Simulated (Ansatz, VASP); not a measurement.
## One calculation of MoS2, two programs

Contents of INCAR:

```
SYSTEM = MoS2
PREC     = Accurate       ! precision mode
ENCUT    = 520            ! plane-wave cutoff, eV
EDIFF    = 1E-7           ! SCF threshold, eV
ISMEAR   = 0              ! smearing method
SIGMA    = 0.05           ! smearing width, eV
LREAL    = .FALSE.        ! projectors in reciprocal space
LASPH    = .TRUE.         ! aspherical terms in the spheres
NELM     = 150            ! most SCF steps
ALGO     = Normal         ! electronic algorithm
ISIF     = 2              ! what is computed and relaxed
LWAVE    = .FALSE.        ! write WAVECAR
LCHARG   = .TRUE.         ! write CHGCAR
ISPIN    = 2              ! spin polarisation
MAGMOM   = 0 0 0          ! initial moments
LORBIT   = 11             ! projections on sites
LMAXMIX  = 4              ! l up to which the mixer works
LDAU     = .TRUE.         ! DFT+U
LDAUTYPE = 2            
LDAUL    = 2 -1           ! shell
LDAUU    = 4 0            ! U, eV
LDAUJ    = 0 0          
LDAUPRINT= 1            
LELF     = .TRUE.         ! ELF
LVHAR    = .TRUE.       
NBANDS   = 24             ! bands
```

File KPOINTS:

```
Automatic mesh
0
G
  7 7 7
  0 0 0
```

Contents of POSCAR:

```
MoS2
1.0
    1.5814998900      0.9130793900      6.1233282100
   -1.5814998900      0.9130793900      6.1233282100
    0.0000000000     -1.8261587800      6.1233282100
Mo S
1 2
Direct
    0.0000000000      0.0000000000      0.0000000000
    0.7484000000      0.7484000000      0.7484000000
    0.5849000000      0.5849000000      0.5849000000
```

Input for Ansatz:

```yaml
crystal:
  lattice:
    - [1.58149989, 0.91307939, 6.12332821]
    - [-1.58149989, 0.91307939, 6.12332821]
    - [0.0, -1.82615878, 6.12332821]
  atoms:
    - { symbol: Mo, position: [0.0, 0.0, 0.0], spin: 2.0 }
    - { symbol: S, position: [0.7484, 0.7484, 0.7484] }
    - { symbol: S, position: [0.5849, 0.5849, 0.5849] }
basis:
  ecutwfc: 420
  ecutrho_ratio: 4
kpoints:
  mp_grid: { grid: [7, 7, 7] }
hamiltonian:
  xc: lda
  hubbard:
    sites:
      - { site: 0, l: d, u_eff: 4.0, starting_ns: [{ spin: up, occupation_matrix: s0up }, { spin: down, occupation_matrix: s0down }] }
    occupation_matrices:
      s0up:
        matrix:
          - [0.02, 0.0, 0.0, 0.0, 0.0]
          - [0.0, 0.02, 0.0, 0.0, 0.0]
          - [0.0, 0.0, 0.02, 0.0, 0.0]
          - [0.0, 0.0, 0.0, 0.97, 0.0]
          - [0.0, 0.0, 0.0, 0.0, 0.97]
      s0down:
        matrix:
          - [0.02, 0.0, 0.0, 0.0, 0.0]
          - [0.0, 0.02, 0.0, 0.0, 0.0]
          - [0.0, 0.0, 0.02, 0.0, 0.0]
          - [0.0, 0.0, 0.0, 0.02, 0.0]
          - [0.0, 0.0, 0.0, 0.0, 0.02]
    ns_hold: { iters: 12 }
scf:
  occupations: { method: gaussian, width: 0.05 }
  lower_state_search: "off"
  max_iter: 150
output:
  forces: true
  stress: true
  eigenvalues: true
  populations: true
  hubbard: { sites: [{ site: 0, l: d }] }
  write_density: true
  write_potential: true
  elf: true
  volumetric_format: npy
magnetization:
  spin_polarized: true
```

Alike in both runs: task single point; functional LDA; k mesh 7 × 7 × 7; occupations gaussian, width 0.05 eV; collinear spin; Hubbard terms Mo d U = 4.0 eV.

|  | VASP | Ansatz |
| --- | --- | --- |
| version | VASP 6.6.1 | Ansatz 0.2.0 |
| potentials or method | VASP PAW LDA potentials, release 64 (Mo_sv, S), cutoff 520 eV | scalar-relativistic, plane waves, PAW |
| valence electrons in the cell | 26 | 26 |

Ansatz gave:

- gap on the k mesh at the Fermi level (eV): 0.85
- least direct gap on the mesh (eV): 1.99
- pressure (GPa): 1.3
- traceless stress, the component that is largest in VASP (GPa): 4.73
- rms of the force components (eV/Å): 0.380
- net moment per atom (μB): 0.00

Task: Estimate VASP's values.

Result: gap on the k mesh at the Fermi level (eV): 0.91; least direct gap on the mesh (eV): 2.02; pressure (GPa): 4.0; traceless stress, the component that is largest in VASP (GPa): 4.88; rms of the force components (eV/Å): 0.523; net moment per atom (μB): 0.00.

LDA's correlation is that of Perdew and Zunger in VASP and of Perdew and Wang (1992) in Ansatz. The programs project onto different local orbitals, so the same U acts differently, and such runs can settle in different states. Atom by atom the forces differ by 0.144 eV/Å (rms over components). Ansatz's warnings: seeded moment not kept, specified occupation not kept.
